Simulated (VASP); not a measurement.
# NaB5 (P6/mmm) in VASP: notebook

Runs on NaB5. Level: PBE. Tasks: single point, relaxation of cell and atoms.

Everything below comes from runs of VASP 6.6.1. Logs are shortened: lines on timing, memory, paths and dates and some standing lists are left out, and cuts for length are marked.

**1. The cell of the first run**

Symmetry: P6/mmm, No. 191, hexagonal system. The conventional cell has a = 4.375 Å, b = 4.375 Å, c = 2.859 Å, α = 90.00°, β = 90.00°, γ = 120.00°. Na (site symmetry 6/mmm) has 18 B at 2.53 to 2.61 Å and 2 Na at 2.86 Å within 3.3 Å. B (site symmetry -6m2) has 6 B at 1.91 Å within 2.5 Å. Within 2.5 Å of B (site symmetry mmm) lie 8 B at 1.91 to 2.19 Å.

**2. Single point, PBE**

INCAR reads:

```
SYSTEM = NaB5
ALGO = Normal
EDIFF = 1E-6
ENCUT = 520
GGA = PE
ISIF = 2
ISMEAR = 0
LASPH = .TRUE.
LCHARG = .FALSE.
LREAL = .FALSE.
LWAVE = .FALSE.
NBANDS = 20
NELM = 100
PREC = Accurate
SIGMA = 0.1
```

KPOINTS reads:

```
k-points
0
G
  6 6 6
  0 0 0
```

POSCAR reads:

```
NaB5
1.0
    4.3753274783     -0.0000000028      0.0000000000
   -2.1876637367      3.7891447475      0.0000000000
    0.0000000000      0.0000000000      2.8591011272
Na B
1 5
Direct
    0.0000000000      0.0000000000      0.0000000000
    0.3333333333      0.6666666667      0.0000000000
    0.6666666667      0.3333333333      0.0000000000
    0.5000000000      0.0000000000      0.5000000000
    0.5000000000      0.5000000000      0.5000000000
    0.0000000000      0.5000000000      0.5000000000
```

Potentials or basis: VASP PAW PBE potentials, release 64 (Na_pv, B).

Run with:

```
$ cat potpaw_PBE.64/Na_pv/POTCAR potpaw_PBE.64/B/POTCAR > POTCAR
$ mpirun -np 1 vasp_std > vasp.out
```

OUTCAR:

```text
SYSTEM = NaB5
   EDIFF = 1E-6
   ENCUT = 520
   GGA = PE
   ISIF = 2
   ISMEAR = 0
   LASPH = .TRUE.
   LREAL = .FALSE.
   NELM = 100
   PREC = Accurate

 ion  position               nearest neighbor table
   1  0.000  0.000  0.000-
   2  0.333  0.667  0.000-   6 1.91   6 1.91   4 1.91   4 1.91   5 1.91   5 1.91
   3  0.667  0.333  0.000-   6 1.91   6 1.91   4 1.91   4 1.91   5 1.91   5 1.91
   4  0.500  0.000  0.500-   2 1.91   3 1.91   2 1.91   3 1.91
   5  0.500  0.500  0.500-   2 1.91   3 1.91   2 1.91   3 1.91
   6  0.000  0.500  0.500-   2 1.91   3 1.91   2 1.91   3 1.91

  LATTYP: Found a hexagonal cell.
 ALAT       =     4.3753274783
 C/A-ratio  =     0.6534599162

  Lattice vectors:

 A1 = (   4.3753274783,  -0.0000000028,   0.0000000000)
 A2 = (  -2.1876637367,   3.7891447475,   0.0000000000)
 A3 = (   0.0000000000,   0.0000000000,   2.8591011272)

Analysis of symmetry for initial positions (statically):
=====================================================================
 Subroutine PRICEL returns:
 Original cell was already a primitive cell.

 Routine SETGRP: Setting up the symmetry group for a
 hexagonal supercell.

 Subroutine GETGRP returns: Found 24 space group operations
 (whereof 24 operations were pure point group operations)
 out of a pool of 24 trial point group operations.

The static configuration has the point symmetry D_6h.

Analysis of symmetry for dynamics (positions and initial velocities):
=====================================================================
 Subroutine PRICEL returns:
 Original cell was already a primitive cell.

 Routine SETGRP: Setting up the symmetry group for a
 hexagonal supercell.

 Subroutine GETGRP returns: Found 24 space group operations
 (whereof 24 operations were pure point group operations)
 out of a pool of 24 trial point group operations.

The dynamic configuration has the point symmetry D_6h.

 Subroutine INISYM returns: Found 24 space group operations
 (whereof 24 operations are pure point group operations),
 and found     1 'primitive' translations

----------------------------------------------------------------------------------------

                                     Primitive cell
[... 92 lines left out ...]
   ICHARG =      2    charge: 1-file 2-atom 10-const
   ISPIN  =      1    spin polarized calculation?
   LNONCOLLINEAR =      F non collinear calculations
   LSORBIT =      F    spin-orbit coupling
   LASPH  =      T    aspherical Exc in radial PAW
   ENCUT  =  520.0 eV  38.22 Ry    6.18 a.u.   8.14  8.14  5.32*2*pi/ulx,y,z
   NELM   =    100;   NELMIN=  2; NELMDL= -5     # of ELM steps
   EDIFF  = 0.1E-05   stopping-criterion for ELM
   LREAL  =      F    real-space projection
   EDIFFG = 0.1E-04   stopping-criterion for IOM
   NSW    =      0    number of steps for IOM
   IBRION =     -1    ionic relax: 0-MD 1-quasi-New 2-CG
   NFREE  =      0    steps in history (QN), initial steepest desc. (CG)
   ISIF   =      2    stress and relaxation
   ISYM   =      2    0-nonsym 1-usesym 2-fastsym
   POTIM  = 0.5000    time-step for ionic-motion
   TEBEG  =    0.0;   TEEND  =   0.0 temperature during run
   PSTRESS=    0.0 pullay stress
   NELECT =      22.0000    total number of electrons
   NUPDOWN=      -1.0000    fix difference up-down
   EMIN   =  10.00;   EMAX   =-10.00  energy-range for DOS
   EFERMI =   0.00;   METHOD = LEGACY
   ISMEAR =     0;   SIGMA  =   0.10  broadening in eV -4-tet -1-fermi 0-gaus
   EFERMI_NEDOS =   21; number of points for ismear=-14 and -15
   IALGO  =     38    algorithm
   IMIX   =      4    mixing-type and parameters
     AMIX     =   0.40;   BMIX     =  1.00
     AMIX_MAG =   1.60;   BMIX_MAG =  1.00
  volume/ion in A,a.u.               =       7.90        53.31
  Fermi-wavevector in a.u.,A,eV,Ry     =   1.267521  2.395268 21.859263  1.606610
  Thomas-Fermi vector in A             =   2.400665
   LORBIT       =      0    0 simple, 1 ext, 2 COOP (PROOUT), +10 PAW based schemes
   GGA     = PE    functional components
   LHFCALC =     F    Hartree Fock is set to
   AEXX    =    0.0000 exact exchange contribution
   IVDW    =     0    specifies the selected vdW correction
   LEPSILON=     F    determine dielectric tensor
   LRPA    =     F    only Hartree local field effects (RPA)
 non-spin polarized calculation
 Gauss-broadening in eV      SIGMA  =   0.10
  energy-cutoff  :      520.00
  volume of cell :       47.40
 maximum number of plane-waves:      1306
 NGX is ok and might be reduce to    36
   NGX = 17   NGY = 17   NGZ = 11

 number of electron      21.9999997 magnetization

 Free energy of the ion-electron system (eV)
  ---------------------------------------------------
  ext. energy  EPLUGINS =         0.00000000
  ---------------------------------------------------
  free energy    TOTEN  =       -29.58693415 eV

  energy without entropy =      -29.57918233  energy(sigma->0) =      -29.58305824

 E-fermi :   6.8299     XC(G=0): -11.6406

 val. band max:        6.5886634063   @ k =   0.3333   0.1667   0.0000
 cond. band min:       6.8522205108   @ k =   0.3333   0.1667   0.5000
 fundamental gap:      0.2635571045
 Fermi energy:         6.8298890136

 k-point     1 :       0.0000    0.0000    0.0000
  band No.  band energies     occupation
      1     -17.1576      2.00000
      2     -17.1576      2.00000
      3     -17.0174      2.00000
      4      -8.4616      2.00000
      5      -2.8529      2.00000
      6      -0.4328      2.00000
[... 541 lines left out ...]
     19      16.2925      0.00000
     20      16.4915      0.00000

 [... further k-points ...]
[... 5 lines left out ...]
  --------------------------------------------------------------------------------------
  -------------------------------------------------------------------------------------
  Total       -0.0430753     -0.0430753      0.0426279     -0.0000000     -0.0000000     -0.0000000
  in kB       -1.4559858     -1.4559858      1.4408644     -0.0000000     -0.0000000     -0.0000000
  external PRESSURE =      -0.4903691 kB  Pullay stress =       0.0000000 kB

 VOLUME and BASIS-vectors are now :
 -----------------------------------------------------------------------------
  energy-cutoff  :      520.00
  volume of cell :       47.40
      direct lattice vectors                 reciprocal lattice vectors
     4.375327478 -0.000000003  0.000000000     0.228554321  0.131955898  0.000000000
    -2.187663737  3.789144747  0.000000000     0.000000000  0.263911797  0.000000000
     0.000000000  0.000000000  2.859101127     0.000000000  0.000000000  0.349760276

 POSITION                                       TOTAL-FORCE (eV/Angst)
 -----------------------------------------------------------------------------------
      0.00000      0.00000      0.00000         0.000000      0.000000      0.000000
      0.00000      2.52610      0.00000         0.000000     -0.000000      0.000000
      2.18766      1.26305      0.00000        -0.000000      0.000000      0.000000
      2.18766     -0.00000      1.42955         0.000000      0.000000      0.000000
      1.09383      1.89457      1.42955         0.000000      0.000000      0.000000
     -1.09383      1.89457      1.42955         0.000000      0.000000      0.000000
 -----------------------------------------------------------------------------------
    total drift:                                0.000000      0.000000      0.000000

  FREE ENERGIE OF THE ION-ELECTRON SYSTEM (eV)
  ---------------------------------------------------
  free  energy   TOTEN  =       -29.5869341475 eV

  energy  without entropy=      -29.5791823315  energy(sigma->0) =      -29.58305824
```

It took 12 s on 1 thread of Intel Xeon 6975P-C (Granite Rapids), shared host; peak memory 0.17 GiB.

Results:

| Item | Value |
| --- | --- |
| Free energy | -29.5869 eV |
| Pressure | 0.0 GPa |
| Band gap on the k mesh | zero (band 11 reaches 9.29 eV, above the bottom of band 12 at 5.12 eV) |

Caveat: the k points lie up to 0.37 Å⁻¹ apart.

**3. Relaxation of cell and atoms, PBE**

This run uses another cell than the first one, of 10.57 Å³/atom, 1.338 times its volume.

INCAR reads:

```
SYSTEM = NaB5
PREC = Accurate ; ENCUT = 600
EDIFF = 1E-6 ; ISMEAR = 0
SIGMA = 0.1 ; LREAL = .False.
LASPH = .True. ; NELM = 100
ALGO = Normal ; ISIF = 3
LWAVE = .False. ; LCHARG = .False.
GGA = PE ; IBRION = 2
NSW = 90 ; EDIFFG = -0.04
```

KPOINTS reads:

```
regular mesh
0
Gamma
  6 6 6
  0 0 0
```

POSCAR reads:

```
NaB5
1.0
    4.4420188500      0.0000000000      0.0000000000
   -2.2210094200      3.8469011600      0.0000000000
    0.0000000000      0.0000000000      3.7101789500
Na B
1 5
Direct
    0.0000000000      0.0000000000      0.0000000000
    0.3333333300      0.6666666700      0.0000000000
    0.6666666700      0.3333333300      0.0000000000
    0.5000000000      0.0000000000      0.5000000000
    0.5000000000      0.5000000000      0.5000000000
    0.0000000000      0.5000000000      0.5000000000
```

Potentials or basis: VASP PAW PBE potentials, release 64 (Na_pv, B).

Run with:

```
$ cat potpaw_PBE.64/Na_pv/POTCAR potpaw_PBE.64/B/POTCAR > POTCAR
$ mpirun -np 1 vasp_std > vasp.out
```

OUTCAR:

```text
SYSTEM = NaB5
   PREC = Accurate
   ENCUT = 600
   EDIFF = 1E-6
   ISMEAR = 0
   LREAL = .False.
   LASPH = .True.
   NELM = 100
   ISIF = 3
   GGA = PE
   IBRION = 2
   NSW = 90
   EDIFFG = -0.04

 ion  position               nearest neighbor table
   1  0.000  0.000  0.000-
   2  0.333  0.667  0.000-
   3  0.667  0.333  0.000-
   4  0.500  0.000  0.500-
   5  0.500  0.500  0.500-
   6  0.000  0.500  0.500-

  LATTYP: Found a hexagonal cell.
 ALAT       =     4.4420188500
 C/A-ratio  =     0.8352461066

  Lattice vectors:

 A1 = (   4.4420188500,   0.0000000000,   0.0000000000)
 A2 = (  -2.2210094200,   3.8469011600,   0.0000000000)
 A3 = (   0.0000000000,   0.0000000000,   3.7101789500)

Analysis of symmetry for initial positions (statically):
=====================================================================
 Subroutine PRICEL returns:
 Original cell was already a primitive cell.

 Routine SETGRP: Setting up the symmetry group for a
 hexagonal supercell.

 Subroutine GETGRP returns: Found 24 space group operations
 (whereof 24 operations were pure point group operations)
 out of a pool of 24 trial point group operations.

The static configuration has the point symmetry D_6h.
[... 179 lines left out ...]
  Total       -8.1706460     -8.1706460    -17.2753347     -0.0000000      0.0000000     -0.0000000
  in kB     -206.4812850   -206.4812842   -436.5668644     -0.0000003      0.0000000     -0.0000000
  external PRESSURE =    -283.1764779 kB  Pullay stress =       0.0000000 kB
[... 307 lines left out ...]
--------------------------------------- Ionic step        9  -------------------------------------------

 number of electron      22.0000000 magnetization

 Free energy of the ion-electron system (eV)
  ---------------------------------------------------
  ext. energy  EPLUGINS =         0.00000000
  ---------------------------------------------------
  free energy    TOTEN  =       -29.59639679 eV

  energy without entropy =      -29.58844549  energy(sigma->0) =      -29.59242114

 E-fermi :   6.8434     XC(G=0): -11.6472

 val. band max:        6.6146032985   @ k =   0.3333   0.1667   0.0000
 cond. band min:       6.8689534582   @ k =   0.3333   0.1667   0.5000
 fundamental gap:      0.2543501597
 Fermi energy:         6.8434309427

 k-point     1 :       0.0000    0.0000    0.0000
  band No.  band energies     occupation
      1     -17.1435      2.00000
      2     -17.1435      2.00000
      3     -17.0027      2.00000
      4      -8.4595      2.00000
      5      -2.8402      2.00000
      6      -0.4157      2.00000
      7      -0.4157      2.00000
      8       2.0816      2.00000
      9       2.0816      2.00000
     10       2.8842      2.00000
     11       9.2909      0.00000
     12       9.5899      0.00000
     13      10.9576      0.00000
     14      10.9576      0.00000
[... 401 lines left out ...]
      2     -17.1151      2.00000
      3     -17.1031      2.00000
      4      -4.6636      2.00000
      5      -3.6412      2.00000
      6      -2.6160      2.00000
      7      -0.9314      2.00000
      8       1.2487      2.00000
      9       2.9626      2.00000
     10       3.1147      2.00000
     11       6.1146      2.00000
     12       7.9673      0.00000
     13       8.1672      0.00000
     14       9.1173      0.00000
     15       9.7879      0.00000

 [... further k-points ...]
[... 5 lines left out ...]
  --------------------------------------------------------------------------------------
  -------------------------------------------------------------------------------------
  Total        0.0376249      0.0376249     -0.0275264      0.0000000     -0.0000000      0.0000000
  in kB        1.2734884      1.2734884     -0.9316856      0.0000000     -0.0000000      0.0000000
  external PRESSURE =       0.5384304 kB  Pullay stress =       0.0000000 kB
[... 21 lines left out ...]
  FREE ENERGIE OF THE ION-ELECTRON SYSTEM (eV)
  ---------------------------------------------------
  free  energy   TOTEN  =       -29.5963967940 eV

  energy  without entropy=      -29.5884454927  energy(sigma->0) =      -29.59242114

 reached required accuracy - stopping structural energy minimisation
```

CONTCAR:

```text
NaB5
   1.00000000000000
     4.3710683854849144   -0.0000000002157549   -0.0000000000000000
    -2.1855341880091688    3.7854562561703804   -0.0000000000000000
    -0.0000000000000000    0.0000000000000000    2.8607863236149687
  Na              B
     1     5
Direct
     1.0000000000000000    1.0000000000000000    0.0000000000000000
     0.3333333300000021    0.6666666699999979    0.0000000000000000
     0.6666666699999979    0.3333333300000021    1.0000000000000000
     0.5000000000000000    1.0000000000000000    0.5000000000000000
     0.5000000000000000    0.5000000000000000    0.5000000000000000
     1.0000000000000000    0.5000000000000000    0.5000000000000000

  0.00000000E+00  0.00000000E+00  0.00000000E+00
  0.00000000E+00  0.00000000E+00  0.00000000E+00
  0.00000000E+00  0.00000000E+00  0.00000000E+00
  0.00000000E+00  0.00000000E+00  0.00000000E+00
  0.00000000E+00  0.00000000E+00  0.00000000E+00
  0.00000000E+00  0.00000000E+00  0.00000000E+00
```

It took 92 s on 1 thread of Intel Xeon 6975P-C (Granite Rapids), shared host; peak memory 0.2 GiB.

What came out:

```
Free energy                            : -29.5964 eV
Relaxed volume                         : 7.89 Å³/atom
Relaxed cell                           : a = 4.371 Å, b = 4.371 Å, c = 2.861 Å, α = 90.00°, β = 90.00°, γ = 120.00°
Space group after relaxing (to 0.05 Å) : P6/mmm (No. 191)
Energy gained by relaxing              : 645.3 meV/atom
Ionic steps                            : 9
Pressure after relaxing                : 0.1 GPa
Band gap on the k mesh                 : zero (band 11 reaches 9.29 eV, above the bottom of band 12 at 5.14 eV)
```

The path:
| step | energy change (eV) | largest force (eV/Å) | pressure (GPa) | volume (Å³) |
| --- | --- | --- | --- | --- |
| 1 | 0.0000 | 0.0000 | -28.32 | 63.40 |
| 2 | -2.8644 | 0.0000 | -7.68 | 47.66 |
| 3 | -3.1137 | 0.0000 | 4.61 | 44.42 |
| 4 | -3.1415 | 0.0000 | 11.55 | 43.06 |
| 5 | -3.2068 | 0.0000 | 32.82 | 40.98 |
| 6 | -3.5105 | 0.0000 | 20.83 | 42.08 |
| 7 | -3.8614 | 0.0000 | -1.26 | 47.44 |
| 8 | -3.8614 | 0.0000 | -1.18 | 47.42 |
| 9 | -3.8718 | 0.0000 | 0.05 | 47.34 |

Final structure:
```xyz
6
Lattice="4.3711 0.0000 0.0000 -2.1855 3.7855 0.0000 0.0000 0.0000 2.8608" Properties=species:S:1:pos:R:3 pbc="T T T"
Na    2.1855    3.7855    0.0000
B     0.0000    2.5236    0.0000
B     2.1855    1.2618    2.8608
B     0.0000    3.7855    1.4304
B     1.0928    1.8927    1.4304
B     3.2783    1.8927    1.4304
```

Caveat: the volume moved by over 15 % at a fixed basis, so the end points are rough.

**4. Single point, PBE**

This run uses another cell than the first one, of 10.57 Å³/atom, 1.338 times its volume.

INCAR reads:

```
ALGO     = Normal         # electronic algorithm
EDIFF    = 1E-6           # SCF threshold, eV
ENCUT    = 520            # plane-wave cutoff, eV
GGA      = PE             # functional
ISIF     = 2              # what is computed and relaxed
ISMEAR   = 0              # smearing method
LASPH    = True           # aspherical terms in the spheres
LCHARG   = False          # write CHGCAR
LREAL    = False          # projectors in reciprocal space
LWAVE    = False          # write WAVECAR
NBANDS   = 20             # bands
NELM     = 60             # most SCF steps
PREC     = Accurate       # precision mode
SIGMA    = 0.1            # smearing width, eV
```

KPOINTS reads:

```
k-points
0
Gamma
  6 6 6
```

POSCAR is that of step 3.

Run with:

```
$ cat potpaw_PBE.64/Na_pv/POTCAR potpaw_PBE.64/B/POTCAR > POTCAR
$ mpirun -np 1 vasp_std > vasp.out
```

It took 32 s on 1 thread of AMD EPYC 7R13 (Zen 3), shared host; peak memory 0.15 GiB.

The run converged. Its results:

| Property | Result |
| --- | --- |
| Free energy | -25.7231 eV |
| Pressure | -28.3 GPa |
| Band gap on the k mesh | zero (band 11 reaches 4.99 eV, above the bottom of band 12 at 2.59 eV) |

Stress tensor (GPa, compression positive):
```
-20.60   0.00   0.00
  0.00 -20.60   0.00
  0.00   0.00 -43.60
```

Levels at points of the mesh, in eV from the Fermi level:
| k point | band 9 | band 10 | band 11 | band 12 | band 13 | band 14 |
| --- | --- | --- | --- | --- | --- | --- |
| (0.00, 0.00, 0.00) | -2.78 | -2.78 | -2.53 | 1.48 | 2.35 | 2.69 |
| (0.50, 0.00, 0.00) | -2.29 | -1.41 | -0.71 | 1.16 | 1.38 | 1.86 |
| (0.00, 0.00, 0.50) | -2.80 | -1.90 | -1.90 | -1.79 | -1.79 | 1.74 |
| (0.50, 0.00, 0.50) | -3.73 | -3.48 | -0.45 | 2.81 | 3.30 | 3.47 |

**5. The runs side by side**

```tsv
task	cell	cutoff (eV)	gap on the mesh (eV)	pressure (GPa)
single point	a = 4.375, b = 4.375, c = 2.859 Å, angles 90.0, 90.0, 120.0°, 6 atoms	520	none	0.0
relaxation of cell and atoms	relaxed from a = 4.442, b = 4.442, c = 3.710 Å, angles 90.0, 90.0, 120.0°, 6 atoms	600	none	0.1
single point	a = 4.442, b = 4.442, c = 3.710 Å, angles 90.0, 90.0, 120.0°, 6 atoms	520	none	-28.3
```

Alike in all rows: level PBE; potentials or basis VASP PAW PBE potentials, release 64 (Na_pv, B); no spin polarisation; k mesh 6 × 6 × 6; smearing gaussian 0.1 eV.

Caveats: some runs use coarse meshes; the volume moved by over 15 % at a fixed basis, so the end points are rough (some runs).

Absolute energies hang on the potentials; compare differences alone.
